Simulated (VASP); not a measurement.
Input of a VASP 6.6.1 run:

INCAR

```
SYSTEM = KCl
ALGO     = Normal         ! electronic algorithm
EDIFF    = 1E-6           ! SCF threshold, eV
ENCUT    = 500            ! plane-wave cutoff, eV
GGA      = PE             ! functional
GGA_COMPAT= .FALSE.      
ISIF     = 2              ! what is computed and relaxed
ISMEAR   = 0              ! smearing method
LASPH    = .TRUE.         ! aspherical terms in the spheres
LCHARG   = .TRUE.         ! write CHGCAR
LELF     = .TRUE.         ! ELF
LREAL    = .FALSE.        ! projectors in reciprocal space
LVHAR    = .TRUE.       
LWAVE    = .FALSE.        ! write WAVECAR
NBANDS   = 15             ! bands
NELM     = 120            ! most SCF steps
PREC     = Accurate       ! precision mode
SIGMA    = 0.01           ! smearing width, eV
```

The input KPOINTS:

```
k-points
0
G
  4 4 4
  0 0 0
```

The input POSCAR:

```
KCl
1.0
    0.0000000000      3.1464700000      3.1464700000
    3.1464700000      0.0000000000      3.1464700000
    3.1464700000      3.1464700000      0.0000000000
K Cl
1 1
Direct
    0.9666381647      0.0320218353      0.0590481647
    0.4739900000      0.5033200000      0.4998500000
```

Potentials or basis: VASP PAW PBE potentials, release 64 (K_sv, Cl).

Launch:

```console
$ cat potpaw_PBE.64/K_sv/POTCAR potpaw_PBE.64/Cl/POTCAR > POTCAR
$ mpirun -np 1 vasp_std > vasp.out
```

Task: Predict the band gap on the k mesh.

Result: 5.21 eV, direct.

Task: Estimate the largest force.

Result: 0.501 eV/Å.

Task: What does it give for the pressure?

Result: 1.5 GPa.

Forces on the atoms (eV/Å):
```
K   -0.450 -0.207 -0.076
Cl   0.450  0.207  0.076
```

Caveat: the k points lie up to 0.43 Å⁻¹ apart. PBE gaps usually lie below the measured ones, often by a third to a half.
